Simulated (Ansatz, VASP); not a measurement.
## Two plane-wave programs on BiB

```
B Bi
1.0
     0.00000    2.73215    2.73215
     2.73215    0.00000    2.73215
     2.73215    2.73215    0.00000
B Bi
1 1
Cartesian
  0.0000 0.0000 0.0000
  1.3661 1.3661 1.3661
```

Alike in both runs: task single point; functional PBE; k mesh 6 × 6 × 6; no spin polarisation.

|  | VASP | Ansatz |
| --- | --- | --- |
| version | VASP 6.6.1 | Ansatz 0.2.0 |
| potentials or method | VASP PAW PBE potentials, release 64 (B, Bi_d) | plane waves, PAW |
| plane-wave cutoff (eV) | 520 | 420 |
| occupations | gaussian, width 0.01 eV | fixed |
| valence electrons in the cell | 18 | 18 |

```tsv
	VASP	Ansatz	Ansatz less VASP
gap on the k mesh at the Fermi level (eV)	0.38	0.39	+0.010
pressure (GPa)	2.2	2.3	+0.07
```

Neither program's run includes spin-orbit coupling.
